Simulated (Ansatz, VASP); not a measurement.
## Zn2S in VASP and in Ansatz

File INCAR:

```
PREC = Accurate
ENCUT = 520
EDIFF = 1E-7
ISMEAR = 0
SIGMA = 0.1
LREAL = F
LASPH = T
NELM = 60
ALGO = Normal
ISIF = 2
LWAVE = F
LCHARG = F
GGA = PE
NBANDS = 39
```

File KPOINTS:

```
Automatic mesh
0
Gamma
  4 4 4
```

The input POSCAR:

```
Zn2S
1.0
    3.9536698300      0.0000000000      0.0000000000
    0.0000000000      3.9536698300      0.0000000000
    0.0000000000      0.0000000000      5.8939191600
Zn S
4 2
Direct
    0.0000000000      0.0000000000      0.0000000000
    0.5000000000      0.5000000000      0.0000000000
    0.5000000000      0.0000000000      0.2621431600
    0.0000000000      0.5000000000      0.7378568400
    0.5000000000      0.0000000000      0.7019222400
    0.0000000000      0.5000000000      0.2980777600
```

Input for Ansatz:

```yaml
crystal:
  lattice:
    - [3.95366983, 0.0, 0.0]
    - [0.0, 3.95366983, 0.0]
    - [0.0, 0.0, 5.89391916]
  atoms:
    - { symbol: Zn, position: [0.0, 0.0, 0.0] }
    - { symbol: Zn, position: [0.5, 0.5, 0.0] }
    - { symbol: Zn, position: [0.5, 0.0, 0.26214316] }
    - { symbol: Zn, position: [0.0, 0.5, 0.73785684] }
    - { symbol: S, position: [0.5, 0.0, 0.70192224] }
    - { symbol: S, position: [0.0, 0.5, 0.29807776] }
basis:
  ecutwfc: 420
kpoints:
  mp_grid: { grid: [4, 4, 4] }
hamiltonian:
  xc: pbe
scf:
  occupations: { method: gaussian, width: 0.1 }
  lower_state_search: "off"
output:
  forces: true
  stress: true
  eigenvalues: true
```

Change from the starting cell: species swapped into the Cu2Sb type (P4/nmm, No. 129).

Alike in both runs: task single point; functional PBE; k mesh 4 × 4 × 4; occupations gaussian, width 0.1 eV; no spin polarisation.

```csv
,VASP,Ansatz
version,VASP 6.6.1,Ansatz 0.2.0
potentials or method,"VASP PAW PBE potentials, release 64 (Zn, S), cutoff 520 eV","scalar-relativistic, plane waves, PAW"
valence electrons in the cell,60,60
```

```csv
,VASP,Ansatz,Ansatz less VASP
gap on the k mesh at the Fermi level (eV),none,none,-
pressure (GPa),12.8,12.5,-0.29
rms of the force components (eV/Å),0.904,0.894,-0.0095
```

Atom by atom the forces differ by 0.010 eV/Å (rms over components). A gap of «none» marks a metal or a gap that the smearing closes.

The k mesh is coarse, so the values compare programs but aren't converged.
